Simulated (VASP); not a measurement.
**Os: single point with revPBE**

Os:

```
Os
1.0
     2.49489    0.00000    0.00000
     0.00000    2.49489    0.00000
     0.00000    0.00000    2.49489
Os
1
Direct
  0.00000 0.00000 0.00000
```

This cell differs from its parent crystal: volume scaled by 0.92.

```json
{
  "Program": "VASP 6.6.1",
  "Task": "single point",
  "Functional": "revPBE",
  "Potentials or basis": "VASP PAW PBE potentials, release 64 (Os)",
  "Cutoff": "520 eV",
  "k mesh": "14 × 14 × 14",
  "Occupations": "fermi-dirac, width 0.1 eV",
  "Spin": "no spin polarisation"
}
```

| Item | Value |
| --- | --- |
| Pressure | 26.9 GPa |
| Band gap on the k mesh | zero (band 4 reaches 13.73 eV, above the bottom of band 5 at 7.14 eV) |

Levels at points of the mesh, in eV from the Fermi level:
| k point | band 1 | band 2 | band 3 | band 4 | band 5 | band 6 | band 7 | band 8 |
| --- | --- | --- | --- | --- | --- | --- | --- | --- |
| (0.00, 0.00, 0.00) | -10.05 | -6.54 | -6.54 | 2.55 | 2.55 | 2.55 | 16.03 | 16.03 |
| (0.50, 0.00, 0.00) | -6.67 | -5.61 | -1.36 | -1.10 | -1.10 | 2.93 | 7.87 | 15.73 |
| (0.50, 0.50, 0.00) | -7.42 | -4.89 | -0.39 | -0.39 | 4.69 | 4.69 | 5.23 | 14.01 |
| (0.50, 0.50, 0.50) | -5.83 | -5.83 | -5.83 | 5.50 | 5.50 | 8.17 | 12.01 | 12.01 |

Wall time 33 s on 1 thread of AMD EPYC 7R13, on a shared host, peak memory 0.11 GiB.

Caveat: the PAW data sets were made with another functional, which shifts forces and pressure a little; spin-orbit coupling is left out, which moves the levels of the heavy elements.
